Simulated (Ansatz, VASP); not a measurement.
## CdF2 in VASP and in Ansatz

```
CELL_PARAMETERS angstrom
0.00000 2.61576 2.68664
2.61576 0.00000 2.68664
2.61576 2.61576 0.00000
ATOMIC_POSITIONS crystal
Cd 0.00000 0.00000 0.00000
F 0.25000 0.25000 0.25000
F 0.75000 0.75000 0.75000
```

Alike in both runs: task single point; functional PBE; k mesh 8 × 8 × 8; occupations gaussian, width 0.05 eV; no spin polarisation.

```csv
,VASP,Ansatz
version,VASP 6.6.1,Ansatz 0.2.0
potentials or method,"VASP PAW PBE potentials, release 64 (Cd, F), cutoff 520 eV","scalar-relativistic, plane waves, PAW"
valence electrons in the cell,26,34
```

```tsv
	VASP	Ansatz	Ansatz less VASP
gap on the k mesh at the Fermi level (eV)	3.26	3.30	+0.037
least direct gap on the mesh (eV)	3.64	3.68	+0.037
pressure (GPa)	15.0	13.9	-1.10
traceless stress, the component that is largest in VASP (GPa)	-1.97	-2.00	-0.036
```

With one functional, cell and mesh, what is left measures potentials, basis and numerics. VASP's potentials hold 26 valence electrons a cell and Ansatz's 34, so a difference there can come from the potentials and not from the codes.
